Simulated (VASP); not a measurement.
Crystal: Y3W.

```
Y W
1.0
     5.84129    0.00000    0.00000
     0.00000    5.84129    0.00000
     0.00000    0.00000    5.84129
Y W
6 2
Cartesian
  0.0000 2.9206 1.4603
  0.0000 2.9206 4.3810
  1.4603 0.0000 2.9206
  4.3810 0.0000 2.9206
  2.9206 4.3810 0.0000
  2.9206 1.4603 0.0000
  0.0000 0.0000 0.0000
  2.9206 2.9206 2.9206
```

* Program: VASP 6.6.1
* Task: relaxation of cell and atoms
* Functional: PBE
* Potentials or basis: VASP PAW PBE potentials, release 64 (Y_sv, W_sv)
* Cutoff: 500 eV
* k mesh: 6 × 6 × 6
* Occupations: gaussian, width 0.1 eV
* Spin: no spin polarisation

At the start: pressure 3.1 GPa; volume 24.91 Å³/atom.

Question: How do energy, volume and symmetry change on relaxing?

Answer: Over 3 steps the energy falls by 11.1 meV/atom and the volume is 26.11 Å³/atom (+4.8 %); space group Pm-3n (No. 223, to 0.05 Å).

The path:
```tsv
step	energy change (eV)	largest force (eV/Å)	pressure (GPa)	volume (Å³)
1	0.0000	0.0000	3.05	199.31
2	-0.0711	0.0000	-1.24	213.33
3	-0.0886	0.0000	0.00	208.88
```

Final structure:
```
Y W
1.0
     5.93332    0.00000    0.00000
     0.00000    5.93332    0.00000
     0.00000    0.00000    5.93332
Y W
6 2
Cartesian
  0.0000 2.9667 1.4833
  0.0000 2.9667 4.4500
  1.4833 0.0000 2.9667
  4.4500 0.0000 2.9667
  2.9667 4.4500 0.0000
  2.9667 1.4833 0.0000
  0.0000 0.0000 0.0000
  2.9667 2.9667 2.9667
```
